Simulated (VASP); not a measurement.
Set up this calculation in VASP 6.6.1, as the native input.

| Property | Result |
| --- | --- |
| Task | single point |
| Functional | PBE |
| Potentials or basis | VASP PAW PBE potentials, release 64 (Si, O) |
| Cutoff | 520 eV |
| k mesh | 6 × 6 × 8 |
| Occupations | gaussian, width 0.05 eV |
| Spin | no spin polarisation |
| Dipole correction | no |
| Further INCAR settings | ALGO = Normal; EDIFF = 1e-06; NBANDS = 25 |

The structure of SiO2 lies in POSCAR:

```
SiO2
1.0
    4.3630000000      0.0000000000      0.0000000000
    0.0000000000      4.3630000000      0.0000000000
    0.0000000000      0.0000000000      2.4477000000
Si O
2 4
Direct
    0.5000000000      0.5000000000      0.5000000000
    0.0000000000      0.0000000000      0.0000000000
    0.6930127928      0.6930127928      0.0000000000
    0.1930127928      0.8069872072      0.5000000000
    0.3069872072      0.3069872072      0.0000000000
    0.8069872072      0.1930127928      0.5000000000
```

One way to write it, as run:

INCAR

```
PREC = Accurate
ENCUT = 520
EDIFF = 1E-6
ISMEAR = 0
SIGMA = 0.05
LREAL = F
LASPH = T
NELM = 60
ALGO = Normal
ISIF = 2
LWAVE = F
LCHARG = F
GGA = PE
NBANDS = 25
```

KPOINTS

```
Automatic mesh
0
Gamma
  6 6 8
```

Potentials or basis: VASP PAW PBE potentials, release 64 (Si, O).

The run is started by

```sh
$ cat potpaw_PBE.64/Si/POTCAR potpaw_PBE.64/O/POTCAR > POTCAR
$ mpirun -np 1 vasp_std > vasp.out
```

Results of the run:

| Property | Result |
| --- | --- |
| Pressure | 21.9 GPa |
| Largest force | 0.476 eV/Å |
| Band gap on the k mesh | 5.84 eV |

Caveat: the cell stands under pressure.

Run time: 63 s on 1 thread of Intel Xeon 8259CL (shared host), peak memory 0.17 GiB.
